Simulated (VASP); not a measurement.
Wanted: the native input for a VASP 6.6.1 run.

| Quantity | Value |
| --- | --- |
| Task | single point |
| Functional | r2SCAN |
| Potentials or basis | VASP PAW PBE potentials, release 64 (Al, N) |
| Cutoff | 520 eV |
| k mesh | 8 × 8 × 3 |
| Occupations | gaussian, width 0.05 eV |
| Spin | no spin polarisation |
| Dipole correction | no |
| Further INCAR settings | ALGO = Normal; EDIFF = 1e-06; NBANDS = 26 |

Crystal: AlN.

```
Al N
1.0
    -3.11100    0.00000    0.00000
    -1.55550   -2.69421    0.00000
    -3.88860   -2.24508    9.95600
Al N
4 4
Cartesian
  -1.5555 -0.8981 8.9977
  -1.5555 -0.8981 4.0197
  -3.1110 -1.7961 1.5307
  -3.1110 -1.7961 6.5087
  -1.5555 -0.8981 0.9583
  -1.5555 -0.8981 5.9363
  -3.1110 -1.7961 3.4473
  -3.1110 -1.7961 8.4253
```

The input as run:

POSCAR

```
AlN
1.0
   -3.1110021516      0.0000000000      0.0000000000
   -1.5555010758     -2.6942068945      0.0000000000
   -3.8885971394     -2.2450826052      9.9560000000
Al N
4 4
Direct
   -0.4197615417     -0.4197615417      0.9037500000
   -0.0031115417     -0.0031115417      0.4037500000
    0.5385467917      0.5385467917      0.1537500000
    0.1218967917      0.1218967917      0.6537500000
    0.2531282083      0.2531282083      0.0962500000
   -0.1635217917     -0.1635217917      0.5962500000
    0.3781365417      0.3781365417      0.3462500000
   -0.0385134583     -0.0385134583      0.8462500000
```

INCAR.step1

```
SYSTEM = AlN
PREC = Accurate
ENCUT = 520
ISMEAR = 0
SIGMA = 0.05
LREAL = .FALSE.
LASPH = .TRUE.
NELM = 100
NBANDS = 26
GGA = PE
ALGO = Normal
EDIFF = 1E-4
LWAVE = .TRUE.
LCHARG = .FALSE.
```

INCAR.step2

```
SYSTEM = AlN
PREC = Accurate
ENCUT = 520
EDIFF = 1E-6
ISMEAR = 0
SIGMA = 0.05
LREAL = .FALSE.
LASPH = .TRUE.
NELM = 100
ALGO = Normal
ISIF = 2
LWAVE = .FALSE.
LCHARG = .FALSE.
METAGGA = R2SCAN
LMIXTAU = .TRUE.
NBANDS = 26
ISTART = 1
```

KPOINTS

```
Automatic mesh
0
G
  8 8 3
  0 0 0
```

Potentials or basis: VASP PAW PBE potentials, release 64 (Al, N).

Launch:

```bash
$ cat potpaw_PBE.64/Al/POTCAR potpaw_PBE.64/N/POTCAR > POTCAR
$ cp INCAR.step1 INCAR
$ mpirun -np 1 vasp_std > vasp.out
$ cp INCAR.step2 INCAR
$ mpirun -np 1 vasp_std > vasp.out
```

Results of the run:

| Property | Result |
| --- | --- |
| Pressure | -1.9 GPa |
| Largest force | 1.638 eV/Å |
| Band gap on the k mesh | 4.17 eV, indirect (least direct gap 4.24 eV) |

Caveat: the PAW data sets were made with another functional, which shifts forces and pressure a little.

It took 5 min on 1 thread of Intel(R) Xeon(R) Platinum 8488C (Sapphire Rapids), with other jobs on the host, peak memory 0.27 GiB.
